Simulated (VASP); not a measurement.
A run of VASP 6.6.1 is set up as follows.

Contents of INCAR:

```
SYSTEM = GaN
PREC = Accurate
ENCUT = 520
EDIFF = 1E-8
ISMEAR = -1
SIGMA = 0.02
LREAL = .False.
LASPH = .True.
NELM = 100
ALGO = Normal
ISIF = 2
LWAVE = .False.
LCHARG = .False.
GGA = PS
LEFG = .True.
NBANDS = 16
```

The input KPOINTS:

```
Automatic mesh
0
Gamma
  13 13 13
  0 0 0
```

File POSCAR:

```
GaN
1.0
    0.0000000000      1.9925000000      1.9725750000
    1.9925000000      0.0000000000      1.9725750000
    1.9925000000      1.9925000000      0.0000000000
Ga N
1 1
Direct
    0.5000000000      0.5000000000      0.5000000000
    0.0000000000      0.0000000000      0.0000000000
```

Potentials or basis: VASP PAW PBE potentials, release 64 (Ga_d, N).

Launch:

```sh
$ cat potpaw_PBE.64/Ga_d/POTCAR potpaw_PBE.64/N/POTCAR > POTCAR
$ mpirun -np 1 vasp_std > vasp.out
```

(1) What does it give for the pressure?

(2) Estimate the band gap on the k mesh.

Answers

(1) 64.4 GPa.

(2) 1.79 eV, indirect (least direct gap 5.34 eV).

Caveat: the cell differs from its parent crystal (zz strain of -1 %); without QUAD_EFG the Cq values of the log hold for a quadrupole moment of 1 mb, not for the nuclei; the PAW data sets were made with another functional, which shifts forces and pressure a little.
